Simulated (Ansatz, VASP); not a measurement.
# PbS in VASP and in Ansatz

The input INCAR:

```
SYSTEM = PbS
ALGO     = Normal         ! electronic algorithm
EDIFF    = 1E-6           ! SCF threshold, eV
ENCUT    = 520            ! plane-wave cutoff, eV
GGA      = PE             ! functional
ISIF     = 2              ! what is computed and relaxed
ISMEAR   = 0              ! smearing method
LASPH    = .TRUE.         ! aspherical terms in the spheres
LCHARG   = .FALSE.        ! write CHGCAR
LREAL    = .FALSE.        ! projectors in reciprocal space
LWAVE    = .FALSE.        ! write WAVECAR
NBANDS   = 17             ! bands
NELM     = 60             ! most SCF steps
PREC     = Accurate       ! precision mode
SIGMA    = 0.02           ! smearing width, eV
```

The input KPOINTS:

```
k-points
0
G
  9 9 9
  0 0 0
```

The input POSCAR:

```
PbS
1.0
    2.1718796134      1.2539352794      3.2380010017
   -2.1718796134      1.2539352794      3.2380010017
    0.0000000000     -2.5078705589      3.2380010017
Pb S
1 1
Direct
    0.9709093078      0.9709093078      0.9709093078
    0.4846920222      0.4846920222      0.4846920222
```

Input for Ansatz:

```yaml
crystal:
  lattice:
    - [2.1718796134, 1.2539352794, 3.2380010017]
    - [-2.1718796134, 1.2539352794, 3.2380010017]
    - [0.0, -2.5078705589, 3.2380010017]
  atoms:
    - { symbol: Pb, position: [0.9709093078, 0.9709093078, 0.9709093078] }
    - { symbol: S, position: [0.4846920222, 0.4846920222, 0.4846920222] }
basis:
  ecutwfc: 420
kpoints:
  mp_grid: { grid: [9, 9, 9] }
hamiltonian:
  xc: pbe
scf:
  occupations: { method: gaussian, width: 0.02 }
output:
  forces: true
  stress: true
  eigenvalues: true
```

Alike in both runs: task single point; functional PBE; k mesh 9 × 9 × 9; occupations gaussian, width 0.02 eV; no spin polarisation.

```csv
,VASP,Ansatz
version,VASP 6.6.1,Ansatz 0.2.0
potentials or method,"VASP PAW PBE potentials, release 64 (Pb_d, S), cutoff 520 eV","scalar-relativistic, plane waves, PAW"
valence electrons in the cell,20,20
```

VASP gave:

- pressure (GPa): 1.3
- traceless stress, the component that is largest in VASP (GPa): 2.06
- rms of the force components (eV/Å): 0.068

Q: Which values does Ansatz return?

A: Pressure (GPa): 1.4; traceless stress, the component that is largest in VASP (GPa): 2.06; rms of the force components (eV/Å): 0.067.

Atom by atom the forces differ by 0.001 eV/Å (rms over components). The functional is the same, so the differences come from potentials, cutoffs and numerics.

Neither program's run includes spin-orbit coupling.
